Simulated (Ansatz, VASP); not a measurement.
**Two plane-wave programs on MoS2**

INCAR

```
SYSTEM = MoS2
ALGO = Normal
EDIFF = 1E-7
ENCUT = 520
GGA = PS
ISIF = 2
ISMEAR = 0
LASPH = .True.
LCHARG = .True.
LELF = .True.
LREAL = .False.
LVHAR = .True.
LWAVE = .False.
NBANDS = 20
NELM = 60
PREC = Accurate
SIGMA = 0.05
```

KPOINTS

```
k-points
0
Gamma
  10 10 5
  0 0 0
```

Contents of POSCAR:

```
MoS2
1.0
    3.2838513063      0.0000000000      0.0000000000
   -1.6419251444      2.8438979618      0.0000000000
    0.0000000000      0.0000000000      6.4227567789
Mo S
1 2
Direct
    0.0000000000      0.0000000000      0.5000000000
    0.3333333333      0.6666666667      0.2553190000
    0.6666666667      0.3333333333      0.7446810000
```

Input for Ansatz:

```yaml
crystal:
  lattice:
    - [3.2838513063417194, 0.0, 0.0]
    - [-1.6419251444354734, 2.84389796184043, 0.0]
    - [0.0, 0.0, 6.422756778864165]
  atoms:
    - { symbol: Mo, position: [0.0, 0.0, 0.5] }
    - { symbol: S, position: [0.3333333333333333, 0.6666666666666666, 0.255319] }
    - { symbol: S, position: [0.6666666666666666, 0.3333333333333333, 0.744681] }
basis:
  ecutwfc: 489.804952427784
kpoints:
  mp_grid:
    grid: [10, 10, 5]
hamiltonian:
  xc: pbesol
  pseudopotentials:
    kind: paw
scf:
  max_iter: 85
  occupations:
    method: gaussian
    width: 0.05
output:
  stress: true
```

Alike in both runs: task single point; functional PBEsol; k mesh 10 × 10 × 5; occupations gaussian, width 0.05 eV; no spin polarisation.

```csv
,VASP,Ansatz
version,VASP 6.6.1,Ansatz 0.2.0
potentials or method,"VASP PAW PBE potentials, release 64 (Mo_sv, S), cutoff 520 eV","plane waves, PAW"
valence electrons in the cell,26,26
```

|  | VASP | Ansatz | Ansatz less VASP |
| --- | --- | --- | --- |
| pressure (GPa) | -9.2 | -9.2 | -0.02 |
| traceless stress, the component that is largest in VASP (GPa) | 2.06 | 2.04 | -0.020 |

VASP's potentials were made for PBE, not for PBEsol. With one functional, cell and mesh, what is left measures potentials, basis and numerics.
